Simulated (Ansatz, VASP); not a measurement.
## WC: VASP beside Ansatz

The input INCAR:

```
SYSTEM = WC
PREC = Accurate
ENCUT = 600
EDIFF = 1E-6
ISMEAR = -1
SIGMA = 0.05
LREAL = .FALSE.
LASPH = .TRUE.
NELM = 80
ALGO = Normal
ISIF = 3
LWAVE = .FALSE.
LCHARG = .FALSE.
GGA = PS
IVDW = 13
IBRION = 2
NSW = 80
EDIFFG = -0.01
```

File KPOINTS:

```
regular mesh
0
G
  10 10 9
  0 0 0
```

The input POSCAR:

```
WC
1.0
    2.9065000000      0.0000000000      0.0000000000
   -1.4532500000      2.5171028361      0.0000000000
    0.0000000000      0.0000000000      2.8366000000
W C
1 1
Direct
    0.0000000000      0.0000000000      0.0000000000
    0.6666666667      0.3333333333      0.5000000000
```

Contents of input.yaml:

```yaml
crystal:
  lattice:
    - [2.9065, 0.0, 0.0]
    - [-1.45325, 2.5171028361, 0.0]
    - [0.0, 0.0, 2.8366]
  atoms:
    - { symbol: W, position: [0.0, 0.0, 0.0] }
    - { symbol: C, position: [0.6666666667, 0.3333333333, 0.5] }
kpoints:
  mp_grid: { grid: [10, 10, 9] }
scf:
  occupations: { method: fermi_dirac, width: 0.05 }
hamiltonian:
  xc: pbesol
  dispersion: d4
  pseudopotentials: { kind: all_electron, lapw: { basis_error: 0.001 } }
output:
  forces: true
  stress: true
relax:
  f_tol: 0.01
  max_steps: 60
  cell: {}
```

Alike in both runs: task relaxation of cell and atoms; functional PBEsol; dispersion D4; k mesh 10 × 10 × 9; occupations fermi-dirac, width 0.05 eV; no spin polarisation.

```csv
,VASP,Ansatz
version,VASP 6.6.1,Ansatz 0.2.0
potentials or method,"VASP PAW PBE potentials, release 64 (W_sv, C), cutoff 600 eV","all-electron LAPW, scalar-relativistic"
```

VASP gave:

```
relaxed volume (Å³/atom)                                     : 10.21
relaxed cell length with the largest relative difference (Å) : 2.821
```

Task: What did Ansatz give for the same quantities?

Result: Relaxed volume (Å³/atom): 10.19; relaxed cell length with the largest relative difference (Å): 2.818.

VASP's potentials were made for PBE, not for PBEsol. Ansatz ran all-electron here, and VASP with PAW potentials.

Spin-orbit coupling is off throughout.
